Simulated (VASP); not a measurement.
# Ti (I4/mmm) in VASP: notebook

Ti is run at these levels: PBEsol; tasks: single point.

Program: VASP 6.6.1. These are calculated values, not measurements. Logs are shortened: lines on timing, memory, paths and dates and some standing lists are left out, and cuts for length are marked.

**1. The cell of the first run**

Symmetry: I4/mmm, No. 139, tetragonal system. Conventional cell: a = 3.433 Å, b = 3.433 Å, c = 2.956 Å, α = 90.00°, β = 90.00°, γ = 90.00°. Ti (site symmetry 4/mmm) has 14 Ti at 2.84 to 3.43 Å within 3.7 Å.

**2. Single point, PBEsol (volume 17.418 Å^3 an atom, c/a of the conventional cell 0.8612)**

INCAR reads:

```
SYSTEM = Ti
ALGO = Fast
EDIFF = 1E-6
ENCUT = 520
GGA = PS
ISIF = 2
ISMEAR = 0
LASPH = .True.
LCHARG = .True.
LELF = .True.
LREAL = .False.
LVHAR = .True.
LWAVE = .False.
NBANDS = 12
NELM = 100
PREC = Accurate
SIGMA = 0.15
```

KPOINTS reads:

```
k-points
0
Gamma
  22 22 22
  0 0 0
```

POSCAR reads:

```
Ti
1.0
   -1.7163720139      1.7163720139      1.4781395784
    1.7163720139     -1.7163720139      1.4781395784
    1.7163720139      1.7163720139     -1.4781395784
Ti
1
Direct
    0.0000000000      0.0000000000      0.0000000000
```

Potentials or basis: VASP PAW PBE potentials, release 64 (Ti_sv).

The run is started by

```bash
cat potpaw_PBE.64/Ti_sv/POTCAR > POTCAR
mpirun -np 1 vasp_std > vasp.out
```

OUTCAR:

```text
SYSTEM = Ti
   EDIFF = 1E-6
   ENCUT = 520
   GGA = PS
   ISIF = 2
   ISMEAR = 0
   LASPH = .True.
   LREAL = .False.
   NELM = 100
   PREC = Accurate

 ion  position               nearest neighbor table
   1  0.000  0.000  0.000-

  LATTYP: Found a body centered tetragonal cell.
 ALAT       =     3.4327440278
 C/A-ratio  =     0.8612000000

  Lattice vectors:

 A1 = (  -1.7163720139,   1.7163720139,   1.4781395784)
 A2 = (   1.7163720139,  -1.7163720139,   1.4781395784)
 A3 = (   1.7163720139,   1.7163720139,  -1.4781395784)

Analysis of symmetry for initial positions (statically):
=====================================================================
 Subroutine PRICEL returns:
 Original cell was already a primitive cell.

 Routine SETGRP: Setting up the symmetry group for a
 body centered tetragonal supercell.

 Subroutine GETGRP returns: Found 16 space group operations
 (whereof 16 operations were pure point group operations)
 out of a pool of 16 trial point group operations.

The static configuration has the point symmetry D_4h.

Analysis of symmetry for dynamics (positions and initial velocities):
=====================================================================
 Subroutine PRICEL returns:
 Original cell was already a primitive cell.

 Routine SETGRP: Setting up the symmetry group for a
 body centered tetragonal supercell.

 Subroutine GETGRP returns: Found 16 space group operations
 (whereof 16 operations were pure point group operations)
 out of a pool of 16 trial point group operations.

The dynamic configuration has the point symmetry D_4h.

 Subroutine INISYM returns: Found 16 space group operations
 (whereof 16 operations are pure point group operations),
 and found     1 'primitive' translations

----------------------------------------------------------------------------------------

                                     Primitive cell

  volume of cell :      17.4180

  direct lattice vectors                    reciprocal lattice vectors
    -1.716372014  1.716372014  1.478139578     0.000000000  0.291312137  0.338263049
     1.716372014 -1.716372014  1.478139578     0.291312137  0.000000000  0.338263049
     1.716372014  1.716372014 -1.478139578     0.291312137  0.291312137  0.000000000

  length of vectors
     2.841964531  2.841964531  2.841964531     0.446413095  0.446413095  0.411977576

  position of ions in fractional coordinates (direct lattice)
     0.000000000  0.000000000  0.000000000

  ion indices of the primitive-cell ions
   primitive index   ion index
                 1           1

----------------------------------------------------------------------------------------

 KPOINTS: k-points

Automatic generation of k-mesh.
 Grid dimensions read from file:
 generate k-points for:   22   22   22

 Generating k-lattice:

  Cartesian coordinates                     Fractional coordinates (reciprocal lattice)
     0.000000000  0.013241461  0.015375593     0.045454545  0.000000000  0.000000000
     0.013241461  0.000000000  0.015375593     0.000000000  0.045454545  0.000000000
     0.013241461  0.013241461  0.000000000     0.000000000  0.000000000  0.045454545

  Length of vectors
     0.020291504  0.020291504  0.018726253

  Shift w.r.t. Gamma in fractional coordinates (k-lattice)
     0.000000000  0.000000000  0.000000000

 Subroutine IBZKPT returns following result:
 ===========================================

 Found    834 irreducible k-points:

 Following reciprocal coordinates:
            Coordinates               Weight
  0.000000  0.000000  0.000000      1.000000
  0.045455  0.000000  0.000000      8.000000
  0.090909  0.000000  0.000000      8.000000
  0.136364  0.000000  0.000000      8.000000
  0.181818  0.000000 -0.000000      8.000000
  0.227273  0.000000 -0.000000      8.000000
[... 16 lines left out ...]
  0.500000  0.045455 -0.000000     16.000000
 -0.454545  0.045455  0.000000     16.000000
 [... further k-points ...]
   k-points           NKPTS =    834   k-points in BZ     NKDIM =    834   number of bands    NBANDS=     12
   number of dos      NEDOS =    301   number of ions     NIONS =      1
   total plane-waves  NPLWV =  13824
   dimension x,y,z NGX =    24 NGY =   24 NGZ =   24
   dimension x,y,z NGXF=    48 NGYF=   48 NGZF=   48
   ions per type =               1
   NGX,Y,Z   is equivalent  to a cutoff of  14.04, 14.04, 14.04 a.u.
   NGXF,Y,Z  is equivalent  to a cutoff of  28.08, 28.08, 28.08 a.u.
 SYSTEM =  Ti
   PREC   = accura    normal or accurate (medium, high low for compatibility)
   ISTART =      0    job   : 0-new  1-cont  2-samecut
   ICHARG =      2    charge: 1-file 2-atom 10-const
   ISPIN  =      1    spin polarized calculation?
   LNONCOLLINEAR =      F non collinear calculations
   LSORBIT =      F    spin-orbit coupling
   LASPH  =      T    aspherical Exc in radial PAW
   ENCUT  =  520.0 eV  38.22 Ry    6.18 a.u.   5.28  5.28  5.28*2*pi/ulx,y,z
   NELM   =    100;   NELMIN=  2; NELMDL= -5     # of ELM steps
   EDIFF  = 0.1E-05   stopping-criterion for ELM
   LREAL  =      F    real-space projection
   EDIFFG = 0.1E-04   stopping-criterion for IOM
   NSW    =      0    number of steps for IOM
   IBRION =     -1    ionic relax: 0-MD 1-quasi-New 2-CG
   NFREE  =      0    steps in history (QN), initial steepest desc. (CG)
   ISIF   =      2    stress and relaxation
   ISYM   =      2    0-nonsym 1-usesym 2-fastsym
   POTIM  = 0.5000    time-step for ionic-motion
   TEBEG  =    0.0;   TEEND  =   0.0 temperature during run
   PSTRESS=    0.0 pullay stress
   NELECT =      12.0000    total number of electrons
   NUPDOWN=      -1.0000    fix difference up-down
   EMIN   =  10.00;   EMAX   =-10.00  energy-range for DOS
   EFERMI =   0.00;   METHOD = LEGACY
   ISMEAR =     0;   SIGMA  =   0.15  broadening in eV -4-tet -1-fermi 0-gaus
   EFERMI_NEDOS =   21; number of points for ismear=-14 and -15
   IALGO  =     68    algorithm
   IMIX   =      4    mixing-type and parameters
     AMIX     =   0.40;   BMIX     =  1.00
     AMIX_MAG =   1.60;   BMIX_MAG =  1.00
  volume/ion in A,a.u.               =      17.42       117.54
  Fermi-wavevector in a.u.,A,eV,Ry     =   1.445892  2.732339 28.444385  2.090603
  Thomas-Fermi vector in A             =   2.564022
   LORBIT       =      0    0 simple, 1 ext, 2 COOP (PROOUT), +10 PAW based schemes
   GGA     = PS    functional components
   LHFCALC =     F    Hartree Fock is set to
   AEXX    =    0.0000 exact exchange contribution
   IVDW    =     0    specifies the selected vdW correction
   LEPSILON=     F    determine dielectric tensor
   LRPA    =     F    only Hartree local field effects (RPA)
 non-spin polarized calculation
 RMM-DIIS sequential band-by-band and
 Gauss-broadening in eV      SIGMA  =   0.15
  energy-cutoff  :      520.00
  volume of cell :       17.42
 maximum number of plane-waves:       489
 NGX is ok and might be reduce to    24
   NGX = 11   NGY = 11   NGZ = 11

 number of electron      12.0000001 magnetization

 Free energy of the ion-electron system (eV)
  ---------------------------------------------------
  ext. energy  EPLUGINS =         0.00000000
  ---------------------------------------------------
  free energy    TOTEN  =        -8.24594403 eV

  energy without entropy =       -8.22276772  energy(sigma->0) =       -8.23435588

 E-fermi :   7.9688     XC(G=0): -11.6149

 val. band max:        7.9668026782   @ k =   0.2727   0.1364   0.1364
 cond. band min:       7.9696016894   @ k =   0.3182   0.2273   0.1364
 fundamental gap:      0.0027990111
 Fermi energy:         7.9688385338

 k-point     1 :       0.0000    0.0000    0.0000
  band No.  band energies     occupation
      1     -48.3823      2.00000
      2     -24.3408      2.00000
      3     -24.3408      2.00000
      4     -24.3149      2.00000
      5       1.9839      2.00000
      6       8.2364      0.01165
      7       9.4059      0.00000
      8       9.4059      0.00000
      9       9.8472      0.00000
     10      11.1772      0.00000
     11      24.4498      0.00000
     12      24.4498      0.00000

 k-point     2 :       0.0455    0.0000    0.0000
  band No.  band energies     occupation
      1     -48.3794      2.00000
      2     -24.3487      2.00000
      3     -24.3453      2.00000
      4     -24.3230      2.00000
      5       2.0596      2.00000
      6       8.2546      0.00706
      7       9.3828      0.00000
      8       9.3967      0.00000
      9       9.8623      0.00000
     10      11.1428      0.00000
     11      24.4651      0.00000
     12      24.5245      0.00000

 k-point     3 :       0.0909    0.0000    0.0000
  band No.  band energies     occupation
      1     -48.3708      2.00000
      2     -24.3851      2.00000
      3     -24.3584      2.00000
      4     -24.3332      2.00000
      5       2.2829      2.00000
      6       8.2874      0.00267
      7       9.2958      0.00000
      8       9.3950      0.00000
      9       9.9243      0.00000
     10      11.0525      0.00000
     11      24.4762      0.00000
     12      24.7364      0.00000
[... 286 lines left out ...]
 k-point    23 :       0.5000    0.0455   -0.0000
  band No.  band energies     occupation
      1     -48.2367      2.00000
      2     -25.0097      2.00000
      3     -24.5607      2.00000
      4     -24.3979      2.00000
      5       5.5277      2.00000
      6       7.1813      2.00000
      7       9.3480      0.00000
      8      10.5766      0.00000
      9      11.6315      0.00000
     10      12.2009      0.00000
     11      17.2157      0.00000
     12      20.8755      0.00000

 k-point    24 :      -0.4545    0.0455    0.0000
  band No.  band energies     occupation
      1     -48.2431      2.00000
      2     -24.9807      2.00000
      3     -24.5525      2.00000
      4     -24.3942      2.00000
      5       5.4771      2.00000
      6       7.2434      2.00000
      7       9.0642      0.00000
      8      10.5957      0.00000
      9      11.4785      0.00000
     10      12.0180      0.00000
     11      17.7943      0.00000
     12      21.0822      0.00000

 [... further k-points ...]
[... 5 lines left out ...]
  --------------------------------------------------------------------------------------
  -------------------------------------------------------------------------------------
  Total       -0.6065914     -0.6065914     -0.5826222      0.0000000     -0.0000000     -0.0000000
  in kB      -55.7967080    -55.7967080    -53.5919241      0.0000000     -0.0000000     -0.0000000
  external PRESSURE =     -55.0617800 kB  Pullay stress =       0.0000000 kB

 VOLUME and BASIS-vectors are now :
 -----------------------------------------------------------------------------
  energy-cutoff  :      520.00
  volume of cell :       17.42
      direct lattice vectors                 reciprocal lattice vectors
    -1.716372014  1.716372014  1.478139578     0.000000000  0.291312137  0.338263049
     1.716372014 -1.716372014  1.478139578     0.291312137  0.000000000  0.338263049
     1.716372014  1.716372014 -1.478139578     0.291312137  0.291312137  0.000000000

 POSITION                                       TOTAL-FORCE (eV/Angst)
 -----------------------------------------------------------------------------------
      0.00000      0.00000      0.00000        -0.000000      0.000000      0.000000
 -----------------------------------------------------------------------------------
    total drift:                                0.000000      0.000000     -0.000000

  FREE ENERGIE OF THE ION-ELECTRON SYSTEM (eV)
  ---------------------------------------------------
  free  energy   TOTEN  =        -8.2459440268 eV

  energy  without entropy=       -8.2227677249  energy(sigma->0) =       -8.23435588
```

Wall time 93 s (1 thread of Intel Xeon 6975P-C (Granite Rapids), shared host); peak memory 0.28 GiB.

Results:

- Free energy: -8.2459 eV
- Pressure: -5.5 GPa
- Band gap on the k mesh: zero (band 6 reaches 8.84 eV, above the bottom of band 7 at 7.38 eV)

Stress tensor (GPa, compression positive):
```
-5.58  0.00  0.00
 0.00 -5.58  0.00
 0.00  0.00 -5.36
```

Levels at points of the mesh, in eV from the Fermi level:
| k point | band 2 | band 3 | band 4 | band 5 | band 6 | band 7 | band 8 | band 9 | band 10 | band 11 |
| --- | --- | --- | --- | --- | --- | --- | --- | --- | --- | --- |
| (0.00, 0.00, 0.00) | -32.31 | -32.31 | -32.28 | -5.98 | 0.27 | 1.44 | 1.44 | 1.88 | 3.21 | 16.48 |
| (0.50, 0.00, 0.00) | -32.99 | -32.53 | -32.36 | -2.47 | -0.81 | 1.54 | 2.59 | 3.68 | 4.16 | 9.16 |
| (0.50, 0.50, 0.00) | -32.98 | -32.44 | -32.28 | -2.52 | 0.47 | 0.52 | 1.79 | 2.69 | 4.11 | 8.02 |
| (0.50, 0.50, 0.50) | -32.82 | -32.82 | -32.61 | -2.30 | -1.96 | 3.82 | 3.82 | 4.06 | 6.93 | 6.93 |

Caveat: the PAW data sets were made with another functional, which shifts forces and pressure a little.

**3. Single point, PBEsol (volume 17.418 Å^3 an atom, c/a of the conventional cell 1.3484)**

INCAR reads:

```
PREC = Accurate
ENCUT = 520
EDIFF = 1E-7
ISMEAR = 0
SIGMA = 0.15
LREAL = False
LASPH = True
NELM = 80
ALGO = Fast
ISIF = 2
LWAVE = False
LCHARG = True
GGA = PS
LELF = True
LVHAR = True
NBANDS = 12
```

KPOINTS reads:

```
regular mesh
0
Gamma
  22 22 22
```

POSCAR reads:

```
Ti
1.0
   -1.4781091894      1.4781091894      1.9930824310
    1.4781091894     -1.4781091894      1.9930824310
    1.4781091894      1.4781091894     -1.9930824310
Ti
1
Direct
    0.0000000000      0.0000000000      0.0000000000
```

Potentials or basis: VASP PAW PBE potentials, release 64 (Ti_sv).

The run is started by

```bash
cat potpaw_PBE.64/Ti_sv/POTCAR > POTCAR
mpirun -np 1 vasp_std > vasp.out
```

Run time: 1.8 min. Hardware: 1 thread of Intel Xeon 6975P-C (Granite Rapids), shared host; peak memory 0.28 GiB.

Results (log left out):

```
Free energy            : -8.2785 eV
Pressure               : -4.8 GPa
Band gap on the k mesh : zero (band 6 reaches 8.89 eV, above the bottom of band 7 at 7.51 eV)
```

Stress tensor (GPa, compression positive):
```
-5.31  0.00  0.00
 0.00 -5.31  0.00
 0.00  0.00 -3.72
```

Levels at points of the mesh, in eV from the Fermi level:
| k point | band 3 | band 4 | band 5 | band 6 | band 7 | band 8 | band 9 | band 10 |
| --- | --- | --- | --- | --- | --- | --- | --- | --- |
| (0.00, 0.00, 0.00) | -32.44 | -32.43 | -6.08 | 0.77 | 0.77 | 1.13 | 2.28 | 2.69 |
| (0.50, 0.00, 0.00) | -32.55 | -32.50 | -2.58 | 0.55 | 0.65 | 0.98 | 3.49 | 3.67 |
| (0.50, 0.50, 0.00) | -32.68 | -32.63 | -2.58 | -1.65 | 2.55 | 3.55 | 3.72 | 3.98 |
| (0.50, 0.50, 0.50) | -32.71 | -32.71 | -2.54 | -1.77 | 3.44 | 3.55 | 3.87 | 3.87 |

Caveat: the PAW data sets were made with another functional, which shifts forces and pressure a little.

(Continued in part 2 of 2.)
